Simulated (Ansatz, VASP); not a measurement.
Sn: VASP beside Ansatz

```
Sn
1.0
     5.48070    0.00000    0.00000
    -2.74035    4.74643    0.00000
     0.00000    0.00000    3.34176
Sn
3
Direct
  0.00000 0.00000 0.00000
  0.33333 0.66667 0.50000
  0.66667 0.33333 0.50000
```

Alike in both runs: task single point; functional PBE; k mesh 8 × 8 × 11; occupations fermi-dirac, width 0.1 eV; no spin polarisation.

|  | VASP | Ansatz |
| --- | --- | --- |
| version | VASP 6.6.1 | Ansatz 0.2.0 |
| potentials or method | VASP PAW PBE potentials, release 64 (Sn_d), cutoff 520 eV | plane waves (420 eV) with PAW, scalar-relativistic |
| valence electrons in the cell | 42 | 42 |

```csv
,VASP,Ansatz,Ansatz less VASP
pressure (GPa),-1.4,-1.3,+0.05
"traceless stress, the component that is largest in VASP (GPa)",-1.42,-1.42,+0.002
```

The functional is the same, so the differences come from potentials, cutoffs and numerics.
